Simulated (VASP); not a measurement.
# Na (Pm-3n) in VASP: further runs

Na is run at these levels: r2SCAN; tasks: single point.

All numbers are computed with VASP 6.6.1; they aren't measurements. Logs are shortened: lines on timing, memory, paths and dates and some standing lists are left out, and cuts for length are marked.

## Step 1: The cell of the first run

Symmetry: Pm-3n, No. 223, cubic system. Conventional cell: a = 6.707 Å, b = 6.707 Å, c = 6.707 Å, α = 90.00°, β = 90.00°, γ = 90.00°. Within 4.9 Å of Na (site symmetry m-3) lie 12 Na at 3.75 Å. Na (site symmetry -4m2) has 14 Na at 3.35 to 4.11 Å within 4.4 Å.

## Step 2: Single point, r2SCAN

The input, POSCAR:

```
Na
1.0
    6.7067694446      0.0000000000      0.0000000000
    0.0000000000      6.7067694446      0.0000000000
    0.0000000000      0.0000000000      6.7067694446
Na
8
Direct
    0.0000000000      0.0000000000      0.0000000000
    0.5000000000      0.5000000000      0.5000000000
    0.2500000000      0.0000000000      0.5000000000
    0.7500000000      0.0000000000      0.5000000000
    0.5000000000      0.2500000000      0.0000000000
    0.5000000000      0.7500000000      0.0000000000
    0.0000000000      0.5000000000      0.2500000000
    0.0000000000      0.5000000000      0.7500000000
```

The input, INCAR.step1:

```
SYSTEM = Na
  ALGO = Normal
  EDIFF = 1E-4
  ENCUT = 520
  GGA = PE
  ISMEAR = -1
  LASPH = .TRUE.
  LCHARG = .FALSE.
  LREAL = .FALSE.
  LWAVE = .TRUE.
  NBANDS = 38
  NELM = 60
  PREC = Accurate
  SIGMA = 0.1
```

The input, INCAR.step2:

```
SYSTEM = Na
  ALGO = Normal
  EDIFF = 1E-7
  ENCUT = 520
  ISIF = 2
  ISMEAR = -1
  ISTART = 1
  LASPH = .TRUE.
  LCHARG = .FALSE.
  LMIXTAU = .TRUE.
  LREAL = .FALSE.
  LWAVE = .FALSE.
  METAGGA = R2SCAN
  NBANDS = 38
  NELM = 60
  PREC = Accurate
  SIGMA = 0.1
```

The input, KPOINTS:

```
k-points
0
G
  4 4 4
  0 0 0
```

Potentials or basis: VASP PAW PBE potentials, release 64 (Na_pv).

Command:

```console
cat potpaw_PBE.64/Na_pv/POTCAR > POTCAR
cp INCAR.step1 INCAR
mpirun -np 1 vasp_std > vasp.out
cp INCAR.step2 INCAR
mpirun -np 1 vasp_std > vasp.out
```

OUTCAR:

```text
SYSTEM = Na
   EDIFF = 1E-7
   ENCUT = 520
   ISIF = 2
   ISMEAR = -1
   ISTART = 1
   LASPH = .TRUE.
   LREAL = .FALSE.
   METAGGA = R2SCAN
   NELM = 60
   PREC = Accurate

 ion  position               nearest neighbor table
   1  0.000  0.000  0.000-
   2  0.500  0.500  0.500-
   3  0.250  0.000  0.500-
   4  0.750  0.000  0.500-
   5  0.500  0.250  0.000-
   6  0.500  0.750  0.000-
   7  0.000  0.500  0.250-
   8  0.000  0.500  0.750-

  LATTYP: Found a simple cubic cell.
 ALAT       =     6.7067694446

  Lattice vectors:

 A1 = (   6.7067694446,   0.0000000000,   0.0000000000)
 A2 = (   0.0000000000,   6.7067694446,   0.0000000000)
 A3 = (   0.0000000000,   0.0000000000,   6.7067694446)

Analysis of symmetry for initial positions (statically):
=====================================================================
 Subroutine PRICEL returns:
 Original cell was already a primitive cell.

 Routine SETGRP: Setting up the symmetry group for a
 simple cubic supercell.

 Subroutine GETGRP returns: Found 48 space group operations
 (whereof 24 operations were pure point group operations)
 out of a pool of 48 trial point group operations.

The static configuration has the point symmetry T_h .
 The point group associated with its full space group is O_h .

Analysis of symmetry for dynamics (positions and initial velocities):
=====================================================================
 Subroutine PRICEL returns:
 Original cell was already a primitive cell.

 Routine SETGRP: Setting up the symmetry group for a
 simple cubic supercell.

 Subroutine GETGRP returns: Found 48 space group operations
 (whereof 24 operations were pure point group operations)
 out of a pool of 48 trial point group operations.

The dynamic configuration has the point symmetry T_h .
 The point group associated with its full space group is O_h .

 Subroutine INISYM returns: Found 48 space group operations
 (whereof 24 operations are pure point group operations),
 and found     1 'primitive' translations

----------------------------------------------------------------------------------------

                                     Primitive cell

  volume of cell :     301.6756

  direct lattice vectors                    reciprocal lattice vectors
[... 86 lines left out ...]
   EDIFFG = 0.1E-05   stopping-criterion for IOM
   NSW    =      0    number of steps for IOM
   IBRION =     -1    ionic relax: 0-MD 1-quasi-New 2-CG
   NFREE  =      0    steps in history (QN), initial steepest desc. (CG)
   ISIF   =      2    stress and relaxation
   ISYM   =      2    0-nonsym 1-usesym 2-fastsym
   POTIM  = 0.5000    time-step for ionic-motion
   TEBEG  =    0.0;   TEEND  =   0.0 temperature during run
   PSTRESS=    0.0 pullay stress
   NELECT =      56.0000    total number of electrons
   NUPDOWN=      -1.0000    fix difference up-down
   EMIN   =  10.00;   EMAX   =-10.00  energy-range for DOS
   EFERMI =   0.00;   METHOD = LEGACY
   ISMEAR =    -1;   SIGMA  =   0.10  broadening in eV -4-tet -1-fermi 0-gaus
   EFERMI_NEDOS =   21; number of points for ismear=-14 and -15
   IALGO  =     38    algorithm
   IMIX   =      4    mixing-type and parameters
     AMIX     =   0.40;   BMIX     =  1.00
     AMIX_MAG =   1.60;   BMIX_MAG =  1.00
  volume/ion in A,a.u.               =      37.71       254.48
  Fermi-wavevector in a.u.,A,eV,Ry     =   0.933879  1.764776 11.866059  0.872131
  Thomas-Fermi vector in A             =   2.060627
   LORBIT       =      0    0 simple, 1 ext, 2 COOP (PROOUT), +10 PAW based schemes
   METAGGA = R2SCAN    functional components
   LHFCALC =     F    Hartree Fock is set to
   AEXX    =    0.0000 exact exchange contribution
   IVDW    =     0    specifies the selected vdW correction
   LEPSILON=     F    determine dielectric tensor
   LRPA    =     F    only Hartree local field effects (RPA)
 non-spin polarized calculation
  energy-cutoff  :      520.00
  volume of cell :      301.68
 maximum number of plane-waves:      8217
 NGX is ok and might be reduce to    50
   NGX = 25   NGY = 25   NGZ = 25

 number of electron      55.9999800 magnetization

 Free energy of the ion-electron system (eV)
  ---------------------------------------------------
  ext. energy  EPLUGINS =         0.00000000
  ---------------------------------------------------
  free energy    TOTEN  =       -28.41798869 eV

  energy without entropy =      -28.34467103  energy(sigma->0) =      -28.38132986

 E-fermi :   0.3547     XC(G=0):  -6.8699

 val. band max:        0.3153410169   @ k =   0.0000   0.0000   0.0000
 cond. band min:       0.5191425317   @ k =   0.0000   0.0000   0.0000
 fundamental gap:      0.2038015148
 Fermi energy:         0.3547241719

 k-point     1 :       0.0000    0.0000    0.0000
  band No.  band energies     occupation
      1     -25.8093      2.00000
      2     -25.8093      2.00000
      3     -25.8055      2.00000
      4     -25.7696      2.00000
      5     -25.7696      2.00000
      6     -25.7696      2.00000
[... 399 lines left out ...]
     37       5.9374      0.00000
     38       5.9374      0.00000

------------------------ aborting loop because EDIFF is reached ----------------------------------------

  FORCE on cell =-STRESS in cart. coord.  units (eV):
  Direction    XX          YY          ZZ          XY          YZ          ZX
  --------------------------------------------------------------------------------------
  -------------------------------------------------------------------------------------
  Total        0.2074580      0.2074580      0.2074580      0.0000000      0.0000000     -0.0000000
  in kB        1.1017944      1.1017944      1.1017944      0.0000000      0.0000000     -0.0000000
  external PRESSURE =       1.1017944 kB  Pullay stress =       0.0000000 kB

 VOLUME and BASIS-vectors are now :
 -----------------------------------------------------------------------------
  energy-cutoff  :      520.00
  volume of cell :      301.68
      direct lattice vectors                 reciprocal lattice vectors
     6.706769445  0.000000000  0.000000000     0.149103083  0.000000000  0.000000000
     0.000000000  6.706769445  0.000000000     0.000000000  0.149103083  0.000000000
     0.000000000  0.000000000  6.706769445     0.000000000  0.000000000  0.149103083

 POSITION                                       TOTAL-FORCE (eV/Angst)
 -----------------------------------------------------------------------------------
      0.00000      0.00000      0.00000        -0.000000      0.000000     -0.000000
      3.35338      3.35338      3.35338        -0.000000      0.000000     -0.000000
      1.67669      0.00000      3.35338         0.000000     -0.000000     -0.000000
      5.03008      0.00000      3.35338        -0.000000      0.000000      0.000000
      3.35338      1.67669      0.00000        -0.000000      0.000000      0.000000
      3.35338      5.03008      0.00000        -0.000000     -0.000000     -0.000000
      0.00000      3.35338      1.67669         0.000000     -0.000000      0.000000
      0.00000      3.35338      5.03008         0.000000     -0.000000     -0.000000
 -----------------------------------------------------------------------------------
    total drift:                                0.000000     -0.000000     -0.000000

  FREE ENERGIE OF THE ION-ELECTRON SYSTEM (eV)
  ---------------------------------------------------
  free  energy   TOTEN  =       -28.4179886946 eV

  energy  without entropy=      -28.3446710292  energy(sigma->0) =      -28.38132986
```

OUTCAR.step1:

```text
SYSTEM = Na
   EDIFF = 1E-4
   ENCUT = 520
   GGA = PE
   ISMEAR = -1
   LASPH = .TRUE.
   LREAL = .FALSE.
   NELM = 60
[... 637 lines left out ...]
      3.35338      5.03008      0.00000        -0.000000      0.000000      0.000000
      0.00000      3.35338      1.67669         0.000000      0.000000      0.000000
      0.00000      3.35338      5.03008        -0.000000     -0.000000     -0.000000
 -----------------------------------------------------------------------------------
    total drift:                                0.000000     -0.000000     -0.000000

  FREE ENERGIE OF THE ION-ELECTRON SYSTEM (eV)
  ---------------------------------------------------
  free  energy   TOTEN  =       -10.4805941212 eV

  energy  without entropy=      -10.3990472130  energy(sigma->0) =      -10.43982067
```

OSZICAR.step1:

```text
N       E                     dE             d eps       ncg     rms          rms(c)
DAV:   1     0.493592900838E+03    0.49359E+03   -0.29495E+04   896   0.143E+03
DAV:   2     0.217734536202E+02   -0.47182E+03   -0.46713E+03   774   0.405E+02
DAV:   3    -0.965955968816E+01   -0.31433E+02   -0.30487E+02   858   0.130E+02
DAV:   4    -0.104686411764E+02   -0.80908E+00   -0.80681E+00   844   0.194E+01
DAV:   5    -0.104867092372E+02   -0.18068E-01   -0.18067E-01   864   0.325E+00    0.573E-01
DAV:   6    -0.104834271208E+02    0.32821E-02   -0.81747E-03   900   0.703E-01    0.383E-01
DAV:   7    -0.104806925013E+02    0.27346E-02   -0.95884E-03   930   0.728E-01    0.500E-02
DAV:   8    -0.104806122784E+02    0.80223E-04   -0.10024E-03   856   0.392E-01    0.178E-02
DAV:   9    -0.104805941212E+02    0.18157E-04   -0.61394E-05   518   0.958E-02
   1 F= -.10480594E+02 E0= -.10439821E+02  d E =-.815469E-01
```

Wall time 7.1 min (1 thread of Intel Xeon Platinum 8259CL at 2.50GHz (Skylake/Cascade Lake), shared host); peak memory 0.4 GiB.

What came out:

```
Free energy            : -28.4180 eV
Pressure               : 0.1 GPa
Band gap on the k mesh : zero (bands 28 and 29 overlap by 1.48 eV)
```

Levels at points of the mesh, in eV from the Fermi level:
```tsv
k point	band 25	band 26	band 27	band 28	band 29	band 30	band 31	band 32
(0.00, 0.00, 0.00)	-3.51	-0.04	-0.04	-0.04	0.16	0.16	0.18	3.10
(0.50, 0.00, 0.00)	-2.59	-2.59	0.68	0.68	0.85	0.85	0.96	0.96
(0.50, 0.50, 0.00)	-1.69	-1.69	-1.69	-1.69	1.41	1.52	1.52	1.52
(0.50, 0.50, 0.50)	-0.81	-0.81	-0.81	-0.81	-0.81	-0.81	-0.80	-0.80
```

Caveat: the PAW data sets were made with another functional, which shifts forces and pressure a little.

## Step 3: Single point, r2SCAN

POSCAR is that of step 2.

The input, INCAR.step1:

```
ALGO = Normal
EDIFF = 1E-4
ENCUT = 520
GGA = PE
ISMEAR = -1
LASPH = T
LCHARG = F
LREAL = F
LWAVE = T
NBANDS = 38
NELM = 100
PREC = Accurate
SIGMA = 0.1
```

The input, INCAR.step2:

```
ALGO = Normal
EDIFF = 1E-6
ENCUT = 520
ISIF = 2
ISMEAR = -1
ISTART = 1
LASPH = T
LCHARG = T
LELF = T
LMIXTAU = T
LREAL = F
LVHAR = T
LWAVE = F
METAGGA = R2SCAN
NBANDS = 38
NELM = 100
PREC = Accurate
SIGMA = 0.1
```

The input, KPOINTS:

```
k-points
0
Gamma
  5 5 5
```

Potentials or basis: VASP PAW PBE potentials, release 64 (Na_pv).

Command:

```console
cat potpaw_PBE.64/Na_pv/POTCAR > POTCAR
cp INCAR.step1 INCAR
mpirun -np 1 vasp_std > vasp.out
cp INCAR.step2 INCAR
mpirun -np 1 vasp_std > vasp.out
```

It took 5.7 min on 1 thread of Intel Xeon Platinum 8259CL at 2.50GHz (Skylake/Cascade Lake), shared host; peak memory 0.4 GiB.

It converged, with:

```yaml
Free_energy: -28.3755 eV
Pressure: 0.1 GPa
Band_gap_on_the_k_mesh: zero (bands 28 and 29 overlap by 0.84 eV)
```

Levels at points of the mesh, in eV from the Fermi level:
| k point | band 26 | band 27 | band 28 | band 29 | band 30 | band 31 |
| --- | --- | --- | --- | --- | --- | --- |
| (0.00, 0.00, 0.00) | -0.05 | -0.05 | -0.05 | 0.16 | 0.16 | 0.18 |

Caveat: the PAW data sets were made with another functional, which shifts forces and pressure a little.

The gap in the log of VASP goes by the Fermi energy; the results here count the filled bands.